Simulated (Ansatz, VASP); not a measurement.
## One calculation of Al2BP3, two programs

```
Al B P
1.0
    -1.81153    1.81153    8.05548
     1.81153   -1.81153    8.05548
     1.81153    1.81153   -8.05548
Al B P
2 1 3
Direct
  0.84075 0.84075 0.00000
  0.15925 0.15925 0.00000
  0.50000 0.50000 0.00000
  0.43320 0.93320 0.50000
  0.06680 0.56680 0.50000
  0.75000 0.25000 0.50000
```

Alike in both runs: functional PBE; k mesh 10 × 10 × 10; occupations gaussian, width 0.02 eV; no spin polarisation.

Ansatz relaxed the structure, and its values are those at the end. VASP's run is a single point on that final structure, the one shown.

```csv
,VASP,Ansatz
version,VASP 6.6.1,Ansatz 0.2.0
potentials or method,"VASP PAW PBE potentials, release 64 (Al, B, P), cutoff 520 eV","scalar-relativistic, plane waves, PAW"
valence electrons in the cell,24,24
```

```tsv
	VASP	Ansatz	Ansatz less VASP
gap on the k mesh at the Fermi level (eV)	0.90	0.90	+0.002
least direct gap on the mesh (eV)	1.05	1.06	+0.003
pressure (GPa)	-0.1	0.0	+0.12
rms of the force components (eV/Å)	0.003	0.002	-0.0010
```

With one functional, cell and mesh, what is left measures potentials, basis and numerics.
